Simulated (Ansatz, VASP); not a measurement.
Two plane-wave programs on Ga3BAs4

```xyz
8
Lattice="5.4503 0.0000 0.0000 0.0000 5.4503 0.0000 0.0000 0.0000 5.4503" Properties=species:S:1:pos:R:3 pbc="T T T"
B     0.0000    0.0000    0.0000
As    1.2484    1.2484    1.2484
As    4.2018    4.2018    1.2484
As    4.2018    1.2484    4.2018
As    1.2484    4.2018    4.2018
Ga    2.7251    2.7251    0.0000
Ga    2.7251    0.0000    2.7251
Ga    0.0000    2.7251    2.7251
```

Alike in both runs: task single point; functional PBE; k mesh 6 × 6 × 6; no spin polarisation.

|  | VASP | Ansatz |
| --- | --- | --- |
| version | VASP 6.6.1 | Ansatz 0.2.0 |
| potentials or method | VASP PAW PBE potentials, release 64 (B, As, Ga_d) | plane waves, PAW |
| plane-wave cutoff (eV) | 520 | 420 |
| occupations | gaussian, width 0.01 eV | fixed |
| valence electrons in the cell | 62 | 102 |

|  | VASP | Ansatz | Ansatz less VASP |
| --- | --- | --- | --- |
| gap on the k mesh at the Fermi level (eV) | 0.58 | 0.59 | +0.002 |
| pressure (GPa) | 2.9 | 2.7 | -0.24 |
| rms of the force components (eV/Å) | 0.076 | 0.080 | +0.0037 |

VASP's potentials hold 62 valence electrons a cell and Ansatz's 102, so a difference there can come from the potentials and not from the codes.
